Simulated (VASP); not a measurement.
# MgO (P4/mmm) in VASP: notebook, part 2 of 2

VASP 6.6.1.

## Step 3: Relaxation of cell and atoms, PBE

This run uses another cell than the first one, of 16.00 Å³/atom.

The input, INCAR:

```
PREC     = Accurate       # precision mode
ENCUT    = 840            # plane-wave cutoff, eV
EDIFF    = 1E-7           # SCF threshold, eV
ISMEAR   = 0              # smearing method
SIGMA    = 0.1            # smearing width, eV
LREAL    = F              # projectors in reciprocal space
LASPH    = T              # aspherical terms in the spheres
NELM     = 120            # most SCF steps
ALGO     = Normal         # electronic algorithm
ISIF     = 3              # what is computed and relaxed
LWAVE    = F              # write WAVECAR
LCHARG   = F              # write CHGCAR
GGA      = PE             # functional
IBRION   = 2              # ionic algorithm
NSW      = 90             # ionic steps
EDIFFG   = -0.04          # ionic threshold
GGA_COMPAT= F            
NELMIN   = 4
```

The input, KPOINTS:

```
Automatic mesh
0
Gamma
  6 6 8
```

The input, POSCAR:

```
MgO
1.0
    3.6416115100      0.0000000000      0.0000000000
    0.0000000000      3.6416115100      0.0000000000
    0.0000000000      0.0000000000      2.4136713000
Mg O
1 1
Direct
    0.5000000000      0.5000000000      0.0000000000
    0.0000000000      0.0000000000      0.0000000000
```

Potentials or basis: VASP PAW PBE potentials, release 64 (Mg_sv, O).

On the command line:

```console
cat potpaw_PBE.64/Mg_sv/POTCAR potpaw_PBE.64/O/POTCAR > POTCAR
mpirun -np 1 vasp_std > vasp.out
```

OUTCAR:

```text
PREC = Accurate
   ENCUT = 840
   EDIFF = 1E-7
   ISMEAR = 0
   LREAL = F
   LASPH = T
   NELM = 120
   ISIF = 3
   GGA = PE
   IBRION = 2
   NSW = 90
   EDIFFG = -0.04
   NELMIN = 4

 ion  position               nearest neighbor table
   1  0.500  0.500  0.000-
   2  0.000  0.000  0.000-

  LATTYP: Found a simple tetragonal cell.
 ALAT       =     3.6416115100
 C/A-ratio  =     0.6628030731

  Lattice vectors:

 A1 = (   3.6416115100,   0.0000000000,   0.0000000000)
 A2 = (   0.0000000000,   3.6416115100,   0.0000000000)
 A3 = (   0.0000000000,   0.0000000000,   2.4136713000)

Analysis of symmetry for initial positions (statically):
=====================================================================
 Subroutine PRICEL returns:
 Original cell was already a primitive cell.

 Routine SETGRP: Setting up the symmetry group for a
 simple tetragonal supercell.

 Subroutine GETGRP returns: Found 16 space group operations
 (whereof 16 operations were pure point group operations)
 out of a pool of 16 trial point group operations.

The static configuration has the point symmetry D_4h.

Analysis of symmetry for dynamics (positions and initial velocities):
=====================================================================
 Subroutine PRICEL returns:
 Original cell was already a primitive cell.

 Routine SETGRP: Setting up the symmetry group for a
 simple tetragonal supercell.

 Subroutine GETGRP returns: Found 16 space group operations
 (whereof 16 operations were pure point group operations)
 out of a pool of 16 trial point group operations.

The dynamic configuration has the point symmetry D_4h.

 Subroutine INISYM returns: Found 16 space group operations
 (whereof 16 operations are pure point group operations),
 and found     1 'primitive' translations

----------------------------------------------------------------------------------------

                                     Primitive cell

  volume of cell :      32.0085

  direct lattice vectors                    reciprocal lattice vectors
     3.641611510  0.000000000  0.000000000     0.274603701  0.000000000  0.000000000
     0.000000000  3.641611510  0.000000000     0.000000000  0.274603701  0.000000000
     0.000000000  0.000000000  2.413671300     0.000000000  0.000000000  0.414306621

  length of vectors
     3.641611510  3.641611510  2.413671300     0.274603701  0.274603701  0.414306621

  position of ions in fractional coordinates (direct lattice)
     0.500000000  0.500000000  0.000000000
     0.000000000  0.000000000  0.000000000

  ion indices of the primitive-cell ions
   primitive index   ion index
                 1           1
                 2           2

----------------------------------------------------------------------------------------

 KPOINTS: Automatic mesh

Automatic generation of k-mesh.
 Grid dimensions read from file:
 generate k-points for:    6    6    8

 Generating k-lattice:

  Cartesian coordinates                     Fractional coordinates (reciprocal lattice)
     0.045767284  0.000000000  0.000000000     0.166666667  0.000000000  0.000000000
     0.000000000  0.045767284  0.000000000     0.000000000  0.166666667  0.000000000
     0.000000000  0.000000000  0.051788328     0.000000000  0.000000000  0.125000000

  Length of vectors
     0.045767284  0.045767284  0.051788328

  Shift w.r.t. Gamma in fractional coordinates (k-lattice)
     0.000000000  0.000000000  0.000000000

 Subroutine IBZKPT returns following result:
 ===========================================

 Found     50 irreducible k-points:

 Following reciprocal coordinates:
            Coordinates               Weight
  0.000000  0.000000  0.000000      1.000000
  0.166667  0.000000  0.000000      4.000000
  0.333333  0.000000  0.000000      4.000000
  0.500000  0.000000  0.000000      2.000000
  0.166667  0.166667  0.000000      4.000000
  0.333333  0.166667  0.000000      8.000000
[... 16 lines left out ...]
  0.333333  0.000000  0.250000      8.000000
  0.500000  0.000000  0.250000      4.000000
 [... further k-points ...]
   k-points           NKPTS =     50   k-points in BZ     NKDIM =     50   number of bands    NBANDS=     12
   number of dos      NEDOS =    301   number of ions     NIONS =      2
   total plane-waves  NPLWV =  31104
   dimension x,y,z NGX =    36 NGY =   36 NGZ =   24
   dimension x,y,z NGXF=    72 NGYF=   72 NGZF=   48
   ions per type =               1   1
   NGX,Y,Z   is equivalent  to a cutoff of  16.43, 16.43, 16.53 a.u.
   NGXF,Y,Z  is equivalent  to a cutoff of  32.87, 32.87, 33.06 a.u.
 SYSTEM =  unknown system
   PREC   = accura    normal or accurate (medium, high low for compatibility)
   ISTART =      0    job   : 0-new  1-cont  2-samecut
   ICHARG =      2    charge: 1-file 2-atom 10-const
   ISPIN  =      1    spin polarized calculation?
   LNONCOLLINEAR =      F non collinear calculations
   LSORBIT =      F    spin-orbit coupling
   LASPH  =      T    aspherical Exc in radial PAW
   ENCUT  =  840.0 eV  61.74 Ry    7.86 a.u.   8.61  8.61  5.70*2*pi/ulx,y,z
   NELM   =    120;   NELMIN=  4; NELMDL= -5     # of ELM steps
   EDIFF  = 0.1E-06   stopping-criterion for ELM
   LREAL  =      F    real-space projection
   EDIFFG = -.4E-01   stopping-criterion for IOM
   NSW    =     90    number of steps for IOM
   IBRION =      2    ionic relax: 0-MD 1-quasi-New 2-CG
   NFREE  =      1    steps in history (QN), initial steepest desc. (CG)
   ISIF   =      3    stress and relaxation
   ISYM   =      2    0-nonsym 1-usesym 2-fastsym
   POTIM  = 0.5000    time-step for ionic-motion
   TEBEG  =    0.0;   TEEND  =   0.0 temperature during run
   PSTRESS=    0.0 pullay stress
   NELECT =      16.0000    total number of electrons
   NUPDOWN=      -1.0000    fix difference up-down
   EMIN   =  10.00;   EMAX   =-10.00  energy-range for DOS
   EFERMI =   0.00;   METHOD = LEGACY
   ISMEAR =     0;   SIGMA  =   0.10  broadening in eV -4-tet -1-fermi 0-gaus
   EFERMI_NEDOS =   21; number of points for ismear=-14 and -15
   IALGO  =     38    algorithm
   IMIX   =      4    mixing-type and parameters
     AMIX     =   0.40;   BMIX     =  1.00
     AMIX_MAG =   1.60;   BMIX_MAG =  1.00
  volume/ion in A,a.u.               =      16.00       108.00
  Fermi-wavevector in a.u.,A,eV,Ry     =   1.299251  2.455228 22.967356  1.688053
  Thomas-Fermi vector in A             =   2.430527
   LORBIT       =      0    0 simple, 1 ext, 2 COOP (PROOUT), +10 PAW based schemes
   GGA     = PE    functional components
   LHFCALC =     F    Hartree Fock is set to
   AEXX    =    0.0000 exact exchange contribution
   IVDW    =     0    specifies the selected vdW correction
   LEPSILON=     F    determine dielectric tensor
   LRPA    =     F    only Hartree local field effects (RPA)
 conjugate gradient relaxation of ions
 non-spin polarized calculation
 Gauss-broadening in eV      SIGMA  =   0.10
  energy-cutoff  :      840.00
  volume of cell :       32.01
 maximum number of plane-waves:      1788
 NGX is ok and might be reduce to    36
   NGX = 17   NGY = 17   NGZ = 11

--------------------------------------- Ionic step        1  -------------------------------------------

 number of electron      16.0000009 magnetization

 Free energy of the ion-electron system (eV)
  ---------------------------------------------------
  ext. energy  EPLUGINS =         0.00000000
  ---------------------------------------------------
  free energy    TOTEN  =        -6.71636703 eV

  energy without entropy =       -6.71186284  energy(sigma->0) =       -6.71411493

------------------------ aborting loop because EDIFF is reached ----------------------------------------

  FORCE on cell =-STRESS in cart. coord.  units (eV):
  Direction    XX          YY          ZZ          XY          YZ          ZX
  --------------------------------------------------------------------------------------
  -------------------------------------------------------------------------------------
  Total       -6.6397763     -6.6397763      7.0517094      0.0000000      0.0000000      0.0000000
  in kB     -332.3522902   -332.3522902    352.9714962      0.0000000      0.0000000      0.0000000
  external PRESSURE =    -103.9110281 kB  Pullay stress =       0.0000000 kB
[... 818 lines left out ...]
      1     -71.0693      2.00000
      2     -37.9913      2.00000
      3     -37.8216      2.00000
      4     -37.7099      2.00000
      5     -14.1579      2.00000
      6      -2.5647      2.00000
      7       0.5245      2.00000
      8       1.2015      2.00000
      9       7.2141      0.00000
     10      11.0449      0.00000
     11      16.6833      0.00000
     12      17.2636      0.00000

 [... further k-points ...]

[... ionic steps 4 to 11 ...]

--------------------------------------- Ionic step       12  -------------------------------------------

 number of electron      16.0000023 magnetization

------------------------ aborting loop because EDIFF is reached ----------------------------------------
[... 67 lines left out ...]
--------------------------------------- Ionic step       14  -------------------------------------------

 number of electron      16.0000030 magnetization

 Free energy of the ion-electron system (eV)
  ---------------------------------------------------
  ext. energy  EPLUGINS =         0.00000000
  ---------------------------------------------------
  free energy    TOTEN  =       -10.92395460 eV

  energy without entropy =      -10.92395460  energy(sigma->0) =      -10.92395460

 E-fermi :   1.4442     XC(G=0):  -9.1668

 val. band max:        0.9022554306   @ k =   0.5000   0.5000   0.0000
 cond. band min:       2.4724961980   @ k =   0.0000   0.0000   0.0000
 fundamental gap:      1.5702407674
 Fermi energy:         1.4442242213
[... 389 lines left out ...]
  FREE ENERGIE OF THE ION-ELECTRON SYSTEM (eV)
  ---------------------------------------------------
  free  energy   TOTEN  =       -10.9239545981 eV

  energy  without entropy=      -10.9239545981  energy(sigma->0) =      -10.92395460

 reached required accuracy - stopping structural energy minimisation
```

Run time: 3.4 min. Hardware: 1 thread of AMD EPYC 9R45 (Zen 5), shared host; peak memory 0.18 GiB.

What came out:

```
Free energy                           : -10.9240 eV
Relaxed volume                        : 13.70 Å³/atom
Relaxed cell                          : a = 2.823 Å, b = 2.823 Å, c = 3.437 Å, α = 90.00°, β = 90.00°, γ = 90.00°
Space group after relaxing (to 0.1 Å) : P4/mmm (No. 123)
Pressure after relaxing               : 0.3 GPa
Band gap on the k mesh                : 1.57 eV (least direct gap 2.25 eV)
```

Final structure:
```
Mg O
1.0
     2.82305    0.00000    0.00000
     0.00000    2.82305    0.00000
     0.00000    0.00000    3.43687
Mg O
1 1
Direct
  0.50000 0.50000 0.00000
  0.00000 0.00000 0.00000
```

Caveat: a cell axis changed by over 15 % at a fixed basis, so the end point is rough. A k mesh can miss the band edges.
